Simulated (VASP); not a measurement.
# ZnCu (Pm-3m) in VASP: notebook

Aim: see how the results for ZnCu move with the level of theory and the settings. Levels: BLYP, r2SCAN, PBE. Tasks: single point.

Everything below comes from runs of VASP 6.6.1. Logs are shortened: lines on timing, memory, paths and dates and some standing lists are left out, and cuts for length are marked.

### Step 1. The cell of the first run

The structure is cubic, space group Pm-3m (No. 221). The conventional cell has a = 2.945 Å, b = 2.945 Å, c = 2.945 Å, α = 90.00°, β = 90.00°, γ = 90.00°. Within 3.4 Å of Zn (site symmetry m-3m) lie 8 Cu at 2.55 Å and 6 Zn at 2.94 Å. Cu (site symmetry m-3m) has 8 Zn at 2.55 Å and 6 Cu at 2.94 Å within 3.4 Å.

### Step 2. Single point, BLYP

The input, INCAR:

```
PREC = Accurate ; ENCUT = 520
EDIFF = 1E-6 ; ISMEAR = -1
SIGMA = 0.05 ; LREAL = False
LASPH = True ; NELM = 100
ALGO = Fast ; ISIF = 2
LWAVE = False ; LCHARG = False
GGA = B5 ; ALDAX = 1.0
AGGAX = 1.0 ; AGGAC = 1.0
ALDAC = 0.0 ; NBANDS = 18
```

The input, KPOINTS:

```
Automatic mesh
0
Gamma
  5 5 5
```

The input, POSCAR:

```
ZnCu
1.0
    2.9450000000      0.0000000000      0.0000000000
    0.0000000000      2.9450000000      0.0000000000
    0.0000000000      0.0000000000      2.9450000000
Zn Cu
1 1
Direct
    0.5000000000      0.5000000000      0.5000000000
    0.0000000000      0.0000000000      0.0000000000
```

Potentials or basis: VASP PAW PBE potentials, release 64 (Zn, Cu).

Run with:

```
$ cat potpaw_PBE.64/Zn/POTCAR potpaw_PBE.64/Cu/POTCAR > POTCAR
$ mpirun -np 1 vasp_std > vasp.out
```

OUTCAR:

```text
PREC = Accurate
   ENCUT = 520
   EDIFF = 1E-6
   ISMEAR = -1
   LREAL = False
   LASPH = True
   NELM = 100
   ISIF = 2
   GGA = B5

 ion  position               nearest neighbor table
   1  0.500  0.500  0.500-   2 2.55   2 2.55   2 2.55   2 2.55   2 2.55   2 2.55   2 2.55   2 2.55

   2  0.000  0.000  0.000-   1 2.55   1 2.55   1 2.55   1 2.55   1 2.55   1 2.55   1 2.55   1 2.55

  LATTYP: Found a simple cubic cell.
 ALAT       =     2.9450000000

  Lattice vectors:

 A1 = (   2.9450000000,   0.0000000000,   0.0000000000)
 A2 = (   0.0000000000,   2.9450000000,   0.0000000000)
 A3 = (   0.0000000000,   0.0000000000,   2.9450000000)

Analysis of symmetry for initial positions (statically):
=====================================================================
 Subroutine PRICEL returns:
 Original cell was already a primitive cell.

 Routine SETGRP: Setting up the symmetry group for a
 simple cubic supercell.

 Subroutine GETGRP returns: Found 48 space group operations
 (whereof 48 operations were pure point group operations)
 out of a pool of 48 trial point group operations.

The static configuration has the point symmetry O_h .

Analysis of symmetry for dynamics (positions and initial velocities):
=====================================================================
 Subroutine PRICEL returns:
 Original cell was already a primitive cell.

 Routine SETGRP: Setting up the symmetry group for a
 simple cubic supercell.

 Subroutine GETGRP returns: Found 48 space group operations
 (whereof 48 operations were pure point group operations)
 out of a pool of 48 trial point group operations.

The dynamic configuration has the point symmetry O_h .

 Subroutine INISYM returns: Found 48 space group operations
 (whereof 48 operations are pure point group operations),
 and found     1 'primitive' translations

----------------------------------------------------------------------------------------

                                     Primitive cell

  volume of cell :      25.5421

  direct lattice vectors                    reciprocal lattice vectors
     2.945000000  0.000000000  0.000000000     0.339558574  0.000000000  0.000000000
     0.000000000  2.945000000  0.000000000     0.000000000  0.339558574  0.000000000
     0.000000000  0.000000000  2.945000000     0.000000000  0.000000000  0.339558574

  length of vectors
     2.945000000  2.945000000  2.945000000     0.339558574  0.339558574  0.339558574

  position of ions in fractional coordinates (direct lattice)
     0.500000000  0.500000000  0.500000000
     0.000000000  0.000000000  0.000000000

  ion indices of the primitive-cell ions
   primitive index   ion index
                 1           1
                 2           2

----------------------------------------------------------------------------------------

 KPOINTS: Automatic mesh

Automatic generation of k-mesh.
 Grid dimensions read from file:
 generate k-points for:    5    5    5

 Generating k-lattice:

  Cartesian coordinates                     Fractional coordinates (reciprocal lattice)
     0.067911715  0.000000000  0.000000000     0.200000000  0.000000000  0.000000000
     0.000000000  0.067911715  0.000000000     0.000000000  0.200000000  0.000000000
     0.000000000  0.000000000  0.067911715     0.000000000  0.000000000  0.200000000

  Length of vectors
     0.067911715  0.067911715  0.067911715

  Shift w.r.t. Gamma in fractional coordinates (k-lattice)
     0.000000000  0.000000000  0.000000000

 Subroutine IBZKPT returns following result:
 ===========================================

 Found     10 irreducible k-points:

 Following reciprocal coordinates:
            Coordinates               Weight
  0.000000  0.000000  0.000000      1.000000
  0.200000  0.000000  0.000000      6.000000
  0.400000  0.000000  0.000000      6.000000
  0.200000  0.200000  0.000000     12.000000
  0.400000  0.200000  0.000000     24.000000
  0.400000  0.400000  0.000000     12.000000
  0.200000  0.200000  0.200000      8.000000
  0.400000  0.200000  0.200000     24.000000
  0.400000  0.400000  0.200000     24.000000
  0.400000  0.400000  0.400000      8.000000
   k-points           NKPTS =     10   k-points in BZ     NKDIM =     10   number of bands    NBANDS=     18
   number of dos      NEDOS =    301   number of ions     NIONS =      2
   total plane-waves  NPLWV =  13824
   dimension x,y,z NGX =    24 NGY =   24 NGZ =   24
   dimension x,y,z NGXF=    48 NGYF=   48 NGZF=   48
   ions per type =               1   1
   NGX,Y,Z   is equivalent  to a cutoff of  13.55, 13.55, 13.55 a.u.
   NGXF,Y,Z  is equivalent  to a cutoff of  27.10, 27.10, 27.10 a.u.
 SYSTEM =  unknown system
   PREC   = accura    normal or accurate (medium, high low for compatibility)
   ISTART =      0    job   : 0-new  1-cont  2-samecut
   ICHARG =      2    charge: 1-file 2-atom 10-const
   ISPIN  =      1    spin polarized calculation?
   LNONCOLLINEAR =      F non collinear calculations
   LSORBIT =      F    spin-orbit coupling
   LASPH  =      T    aspherical Exc in radial PAW
   ENCUT  =  520.0 eV  38.22 Ry    6.18 a.u.   5.48  5.48  5.48*2*pi/ulx,y,z
   NELM   =    100;   NELMIN=  2; NELMDL= -5     # of ELM steps
   EDIFF  = 0.1E-05   stopping-criterion for ELM
   LREAL  =      F    real-space projection
   EDIFFG = 0.1E-04   stopping-criterion for IOM
   NSW    =      0    number of steps for IOM
   IBRION =     -1    ionic relax: 0-MD 1-quasi-New 2-CG
   NFREE  =      0    steps in history (QN), initial steepest desc. (CG)
   ISIF   =      2    stress and relaxation
   ISYM   =      2    0-nonsym 1-usesym 2-fastsym
   POTIM  = 0.5000    time-step for ionic-motion
   TEBEG  =    0.0;   TEEND  =   0.0 temperature during run
   PSTRESS=    0.0 pullay stress
   NELECT =      23.0000    total number of electrons
   NUPDOWN=      -1.0000    fix difference up-down
   EMIN   =  10.00;   EMAX   =-10.00  energy-range for DOS
   EFERMI =   0.00;   METHOD = LEGACY
   ISMEAR =    -1;   SIGMA  =   0.05  broadening in eV -4-tet -1-fermi 0-gaus
   EFERMI_NEDOS =   21; number of points for ismear=-14 and -15
   IALGO  =     68    algorithm
   IMIX   =      4    mixing-type and parameters
     AMIX     =   0.40;   BMIX     =  1.00
     AMIX_MAG =   1.60;   BMIX_MAG =  1.00
  volume/ion in A,a.u.               =      12.77        86.18
  Fermi-wavevector in a.u.,A,eV,Ry     =   1.580880  2.987429 34.003415  2.499180
  Thomas-Fermi vector in A             =   2.681040
   LORBIT       =      0    0 simple, 1 ext, 2 COOP (PROOUT), +10 PAW based schemes
   GGA     = B5    functional components
   LHFCALC =     F    Hartree Fock is set to
   AEXX    =    0.0000 exact exchange contribution
   IVDW    =     0    specifies the selected vdW correction
   LEPSILON=     F    determine dielectric tensor
   LRPA    =     F    only Hartree local field effects (RPA)
 non-spin polarized calculation
 RMM-DIIS sequential band-by-band and
  energy-cutoff  :      520.00
  volume of cell :       25.54
 maximum number of plane-waves:       698
 NGX is ok and might be reduce to    24
   NGX = 11   NGY = 11   NGZ = 11

 number of electron      23.0000000 magnetization

 Free energy of the ion-electron system (eV)
  ---------------------------------------------------
  ext. energy  EPLUGINS =         0.00000000
  ---------------------------------------------------
  free energy    TOTEN  =        -3.40015257 eV

  energy without entropy =       -3.39505152  energy(sigma->0) =       -3.39760205

 E-fermi :   6.1451     XC(G=0): -11.8460

 val. band max:        6.1361280006   @ k =   0.4000   0.4000   0.4000
 cond. band min:       6.4017998342   @ k =   0.4000   0.4000   0.2000
 fundamental gap:      0.2656718336
 Fermi energy:         6.1451349069

 k-point     1 :       0.0000    0.0000    0.0000
  band No.  band energies     occupation
      1      -4.2467      2.00000
      2      -1.9921      2.00000
      3      -1.9921      2.00000
      4      -1.3249      2.00000
      5      -1.3249      2.00000
      6      -1.3249      2.00000
[... 10 lines left out ...]
     17      17.9554      0.00000
     18      29.8252      0.00000

 k-point     2 :       0.2000    0.0000    0.0000
  band No.  band energies     occupation
      1      -3.5381      2.00000
      2      -1.9217      2.00000
      3      -1.8397      2.00000
      4      -1.3804      2.00000
      5      -1.3804      2.00000
      6      -1.2970      2.00000
[... 10 lines left out ...]
     17      23.0815      0.00000
     18      25.2651      0.00000

 k-point     3 :       0.4000    0.0000    0.0000
  band No.  band energies     occupation
      1      -2.1015      2.00000
      2      -1.8037      2.00000
      3      -1.4692      2.00000
      4      -1.4692      2.00000
      5      -1.2512      2.00000
      6      -0.9764      2.00000
[... 10 lines left out ...]
     17      20.2180      0.00000
     18      20.2195      0.00000

 k-point     4 :       0.2000    0.2000    0.0000
  band No.  band energies     occupation
      1      -2.8934      2.00000
      2      -1.8395      2.00000
      3      -1.7276      2.00000
      4      -1.4091      2.00000
      5      -1.3975      2.00000
      6      -1.3397      2.00000
[... 10 lines left out ...]
     17      23.2362      0.00000
     18      23.9938      0.00000

 k-point     5 :       0.4000    0.2000    0.0000
  band No.  band energies     occupation
      1      -1.9589      2.00000
      2      -1.7946      2.00000
      3      -1.5736      2.00000
      4      -1.4994      2.00000
      5      -1.3638      2.00000
      6      -0.3244      2.00000
[... 10 lines left out ...]
     17      20.7659      0.00000
     18      22.2348      0.00000

 k-point     6 :       0.4000    0.4000    0.0000
  band No.  band energies     occupation
      1      -2.1126      2.00000
      2      -1.8616      2.00000
      3      -1.5526      2.00000
      4      -1.5290      2.00000
      5      -1.1650      2.00000
      6       0.9394      2.00000
[... 10 lines left out ...]
     17      21.4137      0.00000
     18      22.0977      0.00000

 k-point     7 :       0.2000    0.2000    0.2000
  band No.  band energies     occupation
      1      -2.3240      2.00000
      2      -1.6942      2.00000
      3      -1.6942      2.00000
      4      -1.4813      2.00000
      5      -1.4813      2.00000
      6      -1.2594      2.00000
[... 10 lines left out ...]
     17      20.3569      0.00000
     18      23.8291      0.00000

 k-point     8 :       0.4000    0.2000    0.2000
  band No.  band energies     occupation
      1      -1.8696      2.00000
      2      -1.6460      2.00000
      3      -1.5889      2.00000
      4      -1.5580      2.00000
      5      -1.4646      2.00000
      6       0.0782      2.00000
[... 10 lines left out ...]
     17      21.8728      0.00000
     18      24.0408      0.00000

 k-point     9 :       0.4000    0.4000    0.2000
  band No.  band energies     occupation
      1      -2.0147      2.00000
      2      -1.6606      2.00000
      3      -1.6600      2.00000
      4      -1.5785      2.00000
      5      -1.1573      2.00000
      6       1.0606      2.00000
[... 10 lines left out ...]
     17      17.6417      0.00000
     18      20.6859      0.00000

 k-point    10 :       0.4000    0.4000    0.4000
  band No.  band energies     occupation
      1      -1.8989      2.00000
      2      -1.8232      2.00000
      3      -1.8232      2.00000
      4      -1.1473      2.00000
      5      -1.1473      2.00000
      6       1.4338      2.00000
[... 10 lines left out ...]
     17      12.9495      0.00000
     18      16.2991      0.00000

------------------------ aborting loop because EDIFF is reached ----------------------------------------

  FORCE on cell =-STRESS in cart. coord.  units (eV):
  Direction    XX          YY          ZZ          XY          YZ          ZX
  --------------------------------------------------------------------------------------
  -------------------------------------------------------------------------------------
  Total        1.7358080      1.7358080      1.7358080      0.0000000      0.0000000     -0.0000000
  in kB      108.8820702    108.8820702    108.8820702      0.0000000      0.0000000     -0.0000000
  external PRESSURE =     108.8820702 kB  Pullay stress =       0.0000000 kB

 VOLUME and BASIS-vectors are now :
 -----------------------------------------------------------------------------
  energy-cutoff  :      520.00
  volume of cell :       25.54
      direct lattice vectors                 reciprocal lattice vectors
     2.945000000  0.000000000  0.000000000     0.339558574  0.000000000  0.000000000
     0.000000000  2.945000000  0.000000000     0.000000000  0.339558574  0.000000000
     0.000000000  0.000000000  2.945000000     0.000000000  0.000000000  0.339558574

 POSITION                                       TOTAL-FORCE (eV/Angst)
 -----------------------------------------------------------------------------------
      1.47250      1.47250      1.47250         0.000000      0.000000      0.000000
      0.00000      0.00000      0.00000         0.000000      0.000000      0.000000
 -----------------------------------------------------------------------------------
    total drift:                                0.000000      0.000000     -0.000000

  FREE ENERGIE OF THE ION-ELECTRON SYSTEM (eV)
  ---------------------------------------------------
  free  energy   TOTEN  =        -3.4001525730 eV

  energy  without entropy=       -3.3950515209  energy(sigma->0) =       -3.39760205
```

Wall time 17 s (1 thread of Intel Xeon 6975P-C, shared host); peak memory 0.13 GiB.

What came out:

| Property | Result |
| --- | --- |
| Free energy | -3.4002 eV |
| Pressure | 10.9 GPa |

Levels at points of the mesh, in eV from the Fermi level:
```csv
k point,band 7,band 8,band 9,band 10,band 11,band 12,band 13,band 14,band 15,band 16
"(0.00, 0.00, 0.00)",-3.76,-3.76,-2.92,-2.92,-2.92,6.09,6.09,6.09,11.47,11.47
```

Caveat: the k points lie up to 0.43 Å⁻¹ apart; the PAW data sets were made with another functional, which shifts forces and pressure a little.

(Continued in part 2 of 3.)
